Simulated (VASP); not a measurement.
Set up this calculation in VASP 6.6.1, as the native input.

```yaml
Task: single point
Functional: PBEsol
Potentials_or_basis: VASP PAW PBE potentials, release 64 (W_sv)
Cutoff: 500 eV
k_mesh: 22 × 22 × 22
Occupations: gaussian, width 0.15 eV
Spin: no spin polarisation
Dipole_correction: no
Further_INCAR_settings: ALGO = Normal; EDIFF = 1e-06; NBANDS = 13
```

The structure of W lies in POSCAR:

```
W
1.0
    0.0000000000      1.9481459163      2.2734862844
    1.9481459163      0.0000000000      2.2734862844
    1.9481459163      1.9481459163      0.0000000000
W
1
Direct
    0.0000000000      0.0000000000      0.0000000000
```

One way to write it, as run:

INCAR

```
ALGO = Normal ; EDIFF = 1E-6
ENCUT = 500 ; GGA = PS
GGA_COMPAT = F ; ISIF = 2
ISMEAR = 0 ; LASPH = T
LCHARG = F ; LREAL = F
LWAVE = F ; NBANDS = 13
NELM = 120 ; PREC = Accurate
SIGMA = 0.15
```

KPOINTS

```
k-points
0
Gamma
  22 22 22
```

Potentials or basis: VASP PAW PBE potentials, release 64 (W_sv).

The run is started by

```bash
$ cat potpaw_PBE.64/W_sv/POTCAR > POTCAR
$ mpirun -np 1 vasp_std > vasp.out
```

It gave:

- Pressure: -19.3 GPa
- Band gap on the k mesh: zero (bands 7 and 8 overlap by 4.14 eV)

Caveat: the cell stands under tension; the PAW data sets were made with another functional, which shifts forces and pressure a little; spin-orbit coupling is left out, which moves the levels of the heavy elements.

Wall time 110 s on 1 thread of Intel Xeon 8259CL, with other jobs on the host, peak memory 0.28 GiB.
